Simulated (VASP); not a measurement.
Here is a VASP 6.6.1 calculation.

INCAR

```
PREC = Accurate
ENCUT = 500
EDIFF = 1E-6
ISMEAR = 0
SIGMA = 0.1
LREAL = False
LASPH = True
NELM = 120
ALGO = Normal
ISIF = 2
LWAVE = False
LCHARG = False
GGA = PE
NBANDS = 24
GGA_COMPAT = False
```

The input KPOINTS:

```
Automatic mesh
0
Gamma
  12 12 12
```

POSCAR

```
SnS3
1.0
    0.0000000000      3.3363752670      3.3363752670
    3.3363752670      0.0000000000      3.3363752670
    3.3363752670      3.3363752670      0.0000000000
Sn S
1 3
Direct
    0.5000000000      0.5000000000      0.5000000000
    0.0000000000      0.0000000000      0.0000000000
    0.2500000000      0.2500000000      0.2500000000
    0.7500000000      0.7500000000      0.7500000000
```

Potentials or basis: VASP PAW PBE potentials, release 64 (Sn_d, S).

Command:

```bash
$ cat potpaw_PBE.64/Sn_d/POTCAR potpaw_PBE.64/S/POTCAR > POTCAR
$ mpirun -np 1 vasp_std > vasp.out
```

Q: Predict the pressure.

A: -0.1 GPa.

Q: Estimate the band gap on the k mesh.

A: Zero (bands 16 and 17 overlap by 2.32 eV).

Caveat: spin-orbit coupling is left out, which moves the levels of the heavy elements.
